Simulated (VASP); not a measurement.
# Al32H (a cell with a defect) in VASP: a series of runs, part 3 of 4

VASP 6.6.1. Earlier steps stand in the parts before.

## Step 5: Single point, PBE

INCAR reads:

```
  PREC = Accurate
  ENCUT = 520
  EDIFF = 1E-7
  ISMEAR = -1
  SIGMA = 0.05
  LREAL = Auto
  LASPH = True
  NELM = 60
  ALGO = Normal
  ISIF = 2
  LWAVE = False
  LCHARG = False
  GGA = PE
  NBANDS = 70
```

KPOINTS reads:

```
regular mesh
0
Gamma
  2 2 2
```

POSCAR reads:

```
Al32H
1.0
    8.0997000000      0.0000000000      0.0000000000
    0.0000000000      8.0997000000      0.0000000000
    0.0000000000      0.0000000000      8.0997000000
Al H
32 1
Direct
    0.4986727904     -0.0116424065     -0.0226675062
    0.7379038730      0.2376384311     -0.0173833599
    0.7803992740      0.0135066731      0.2424163858
   -0.0163956690      0.0080002963     -0.0361865254
    0.2897391261      0.2395273899     -0.0141980567
    0.4751040162      0.5159450350      0.0087163722
    0.7508055854      0.7639048360      0.0138276726
    0.2167364223     -0.0079632579      0.2360828179
    0.4852401941      0.2436386533      0.2679975802
    0.7420274825      0.4707458301      0.2414286949
    0.4961788708     -0.0027038038      0.4721903280
    0.7644480660      0.1997851772      0.5061545489
    0.7305085374     -0.0265441930      0.7697692507
   -0.0023087275      0.5354395842      0.0145437485
    0.2448115362      0.7619664926     -0.0125066360
    0.0261738089      0.2380211613      0.2557378668
    0.2596392459      0.4973887922      0.2575527489
    0.5099571589      0.7277059644      0.2419595787
   -0.0250503105     -0.0395199822      0.5183031470
    0.2607503982      0.2562440584      0.5059940492
    0.5032408608      0.5186241466      0.4938948356
    0.7175944788      0.7480647431      0.4872032297
    0.2371816240      0.0115806758      0.7454103238
    0.5247478302      0.2779362199      0.7277306567
    0.7571021149      0.5362173908      0.7899551835
    0.0255194637      0.7505833549      0.2694667704
    0.0000000000      0.5157104584      0.4872032297
    0.2732323419      0.7525957752      0.4999567885
   -0.0279763448      0.2907144709      0.7360642987
    0.2671456968      0.4735730953      0.7664481401
    0.4936726052      0.7283973480      0.7728681309
   -0.0003456918      0.7691395978      0.7791646604
    0.0885588355      0.6607405213      0.6217761152
```

Launch:

```bash
> cat potpaw_PBE.64/Al/POTCAR potpaw_PBE.64/H/POTCAR > POTCAR
> mpirun -np 1 vasp_std > vasp.out
```

It took 7 min on 1 thread of Intel Xeon 6975P-C, shared host; peak memory 0.57 GiB.

The run converged. Its results:

```
Free energy   : -118.9411 eV
Pressure      : 4.5 GPa
Largest force : 1.996 eV/Å
```

Forces in eV/Å, atoms in the order of the input:
```
Al  -0.551  0.216  1.085
Al  -0.043  0.420  0.407
Al  -0.554 -0.455 -0.324
Al   0.556  1.320  1.390
Al  -0.760 -0.122  0.628
Al   0.906 -0.835  0.093
Al  -0.038 -0.249  0.975
Al   1.353  0.158  0.096
Al   0.567  0.098 -0.755
Al   0.248  0.078  0.119
Al  -0.190 -0.101  0.516
Al  -0.511  1.002 -0.373
Al   0.031  0.501 -1.537
Al   0.461 -1.010  0.080
Al   0.088 -0.058  0.593
Al  -0.461  0.850 -0.230
Al  -0.492  0.051 -0.126
Al  -0.359  1.135 -0.163
Al   0.764  0.589 -0.198
Al  -0.477 -0.190  0.038
Al  -0.084 -1.047  0.439
Al   1.038  0.058  0.445
Al   0.491  0.012 -0.368
Al   0.143 -0.623  0.133
Al  -0.351 -0.661 -0.921
Al  -0.947 -0.339 -0.650
Al  -0.573 -0.746  0.048
Al  -0.209  0.266  0.106
Al   0.812 -0.505  0.618
Al  -0.876  0.695 -0.454
Al  -0.218  0.583 -1.114
Al  -0.290 -0.898 -0.523
H    0.525 -0.191 -0.072
```

Stress tensor (GPa, compression positive):
```
3.80 0.16 0.02
0.16 5.45 0.54
0.02 0.54 4.15
```

Levels at points of the mesh, in eV from the Fermi level:
| k point | band 44 | band 45 | band 46 | band 47 | band 48 | band 49 | band 50 | band 51 | band 52 | band 53 |
| --- | --- | --- | --- | --- | --- | --- | --- | --- | --- | --- |
| (0.00, 0.00, 0.00) | -0.29 | -0.16 | -0.03 | 0.19 | 0.31 | 0.41 | 0.46 | 0.72 | 0.90 | 1.01 |
| (0.50, 0.00, 0.00) | -0.82 | -0.52 | -0.38 | -0.22 | -0.10 | -0.04 | 0.14 | 0.20 | 0.37 | 1.01 |
| (0.00, 0.50, 0.00) | -0.74 | -0.65 | -0.50 | -0.14 | -0.11 | -0.02 | 0.09 | 0.31 | 0.48 | 0.92 |
| (0.00, 0.00, 0.50) | -0.77 | -0.56 | -0.42 | -0.19 | -0.03 | 0.03 | 0.09 | 0.14 | 0.38 | 0.98 |
| (0.50, 0.50, 0.00) | -0.94 | -0.39 | -0.36 | -0.15 | 0.02 | 0.64 | 0.66 | 0.74 | 0.92 | 0.95 |
| (0.00, 0.50, 0.50) | -0.94 | -0.46 | -0.31 | -0.14 | -0.10 | 0.58 | 0.86 | 0.93 | 1.00 | 1.03 |
| (0.50, 0.00, 0.50) | -0.98 | -0.44 | -0.31 | -0.21 | -0.14 | 0.52 | 0.87 | 0.98 | 1.02 | 1.07 |
| (0.50, 0.50, 0.50) | -0.55 | -0.50 | -0.47 | -0.40 | -0.34 | -0.33 | -0.29 | -0.23 | -0.14 | -0.05 |

Caveat: the k points lie up to 0.39 Å⁻¹ apart.

## Step 6: Single point, PBE

INCAR reads:

```
SYSTEM = Al32H
  PREC = Accurate
  ENCUT = 520
  EDIFF = 1E-7
  ISMEAR = -1
  SIGMA = 0.05
  LREAL = Auto
  LASPH = .True.
  NELM = 100
  ALGO = Normal
  ISIF = 2
  LWAVE = .False.
  LCHARG = .False.
  GGA = PE
  NBANDS = 70
```

KPOINTS reads:

```
Automatic mesh
0
Gamma
  2 2 2
  0 0 0
```

POSCAR reads:

```
Al32H
1.0
    8.0997000000      0.0000000000      0.0000000000
    0.0000000000      8.0997000000      0.0000000000
    0.0000000000      0.0000000000      8.0997000000
Al H
32 1
Direct
    0.5184636468     -0.0161240540      0.0179883206
    0.7397804857      0.2478610319      0.0108645999
    0.7479659740     -0.0043705322      0.2567502500
    0.0029507266      0.0133461733     -0.0080867193
    0.2665160438      0.2505895280     -0.0016543823
    0.5062903564      0.5110312728     -0.0050372236
    0.7602009951      0.7514846229     -0.0090991024
    0.2500586441     -0.0161981308      0.2388360063
    0.4914996852      0.2687013099      0.2452559971
    0.7621887230      0.4992036742      0.2259960245
    0.4962899860     -0.0247046187      0.4749435164
    0.7741397830      0.2756521846      0.4905490327
    0.7331876489      0.0375939850      0.7589046508
    0.0374087929      0.4856599627      0.0364828327
    0.2625899725      0.7417311752      0.0026914577
   -0.0016420361      0.2240947196      0.2423423090
    0.2563922121      0.4947467190      0.2829734435
    0.4922527995      0.7219156265      0.2418361174
   -0.0383841377     -0.0149635172      0.5193155302
    0.2289961357      0.2480585701      0.4892897268
    0.5270689038      0.5003024803      0.4872155759
    0.7437806339      0.7543736188      0.5025247849
    0.2281072138     -0.0179636283      0.7531513513
    0.4731903651      0.2405150808      0.7151746361
    0.7330148030      0.5041421287      0.7500154327
    0.0125436745      0.7484968579      0.2409965801
    0.0010247293      0.5486499500      0.4887711891
    0.2498487598      0.7457930541      0.5214020272
   -0.0017161129      0.2865785153      0.7420768670
    0.2657011988      0.5003148265      0.7518426608
    0.4942405274      0.7503240861      0.7603368026
   -0.0097287554      0.7462992457      0.7700038273
   -0.1201525982      0.4218427843      0.9000333346
```

Potentials or basis: VASP PAW PBE potentials, release 64 (Al, H).

Launch:

```bash
> cat potpaw_PBE.64/Al/POTCAR potpaw_PBE.64/H/POTCAR > POTCAR
> mpirun -np 1 vasp_std > vasp.out
```

Run time: 8.1 min. Hardware: 1 thread of Intel Xeon 6975P-C, shared host; peak memory 0.56 GiB.

Results (log left out):

```yaml
Free_energy: -120.5642 eV
Pressure: 2.8 GPa
Largest_force: 1.546 eV/Å
```

Forces in eV/Å, atoms in the order of the input:
```
Al  -0.571  0.258 -0.318
Al  -0.108 -0.017 -0.099
Al   0.175 -0.147 -0.155
Al  -0.277 -0.215 -0.007
Al  -0.037 -0.270 -0.139
Al   0.023 -0.709  0.029
Al  -0.158  0.118  0.563
Al   0.010  0.345  0.196
Al   0.366 -0.665  0.199
Al  -0.046  0.234  0.614
Al  -0.200  0.633  0.502
Al  -0.324 -0.236  0.030
Al   0.134 -0.547 -0.282
Al   0.171  0.531 -0.345
Al  -0.519  0.121 -0.078
Al   0.179  0.407  0.273
Al  -0.107  0.179 -0.582
Al   0.510  0.528  0.282
Al   0.974  0.465 -0.251
Al  -0.032 -0.387  0.174
Al  -0.510  0.002  0.332
Al  -0.258 -0.289 -0.012
Al   0.512  0.582 -0.015
Al   0.359 -0.039  0.402
Al  -0.041  0.127 -0.387
Al  -0.342  0.582 -0.197
Al  -0.431 -1.315  0.690
Al   0.272  0.282 -0.461
Al   0.282 -0.469  0.101
Al  -0.467 -0.056 -0.114
Al   0.282  0.527 -0.416
Al   0.272 -0.274 -0.332
H   -0.094 -0.287 -0.198
```

Stress tensor (GPa, compression positive):
```
3.20 0.15 0.28
0.15 2.41 0.17
0.28 0.17 2.87
```

Levels at points of the mesh, in eV from the Fermi level:
```csv
k point,band 45,band 46,band 47,band 48,band 49,band 50,band 51,band 52
"(0.00, 0.00, 0.00)",-0.20,0.20,0.31,0.41,0.44,0.52,0.63,0.82
"(0.50, 0.00, 0.00)",-0.42,-0.16,-0.06,-0.03,0.03,0.06,0.16,0.27
"(0.00, 0.50, 0.00)",-0.56,-0.22,-0.13,-0.10,-0.02,0.10,0.20,0.24
"(0.00, 0.00, 0.50)",-0.39,-0.15,-0.11,-0.01,0.01,0.11,0.18,0.28
"(0.50, 0.50, 0.00)",-0.35,-0.29,-0.10,-0.04,0.70,0.95,1.03,1.06
"(0.00, 0.50, 0.50)",-0.35,-0.25,-0.14,-0.03,0.71,0.96,1.02,1.04
"(0.50, 0.00, 0.50)",-0.43,-0.23,-0.21,-0.09,0.69,1.02,1.04,1.06
"(0.50, 0.50, 0.50)",-0.50,-0.47,-0.41,-0.36,-0.34,-0.30,-0.30,-0.23
```

Caveat: the k points lie up to 0.39 Å⁻¹ apart.

(Part 3 of 4 ends here.)
